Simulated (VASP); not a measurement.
# Nb: single point with PBE

Nb:

```
Nb
1.0
     2.68378    0.00000    0.00000
     0.00000    2.68378    0.00000
     0.00000    0.00000    2.68378
Nb
1
Direct
  0.00000 0.00000 0.00000
```

This cell differs from its parent crystal: volume scaled by 0.96.

```
Program                : VASP 6.6.1
Task                   : single point
Functional             : PBE
Potentials or basis    : VASP PAW PBE potentials, release 64 (Nb_sv)
Cutoff                 : 520 eV
k mesh                 : 13 × 13 × 13
Occupations            : fermi-dirac, width 0.1 eV
Spin                   : no spin polarisation
Dipole correction      : no
Further INCAR settings : ALGO = Normal; EDIFF = 1e-07; NBANDS = 12
```

The pressure is 5.1 GPa.

Levels at points of the mesh, in eV from the Fermi level:
```
           k point  band 5  band 6  band 7  band 8  band 9  band 10
(0.00, 0.00, 0.00)   -5.71   -2.96   -2.96    5.30    5.30     5.30
```

It took 24 s on 1 thread of AMD EPYC 7R43 64-Core Processor (Zen 3), with other jobs on the host, peak memory 0.1 GiB.
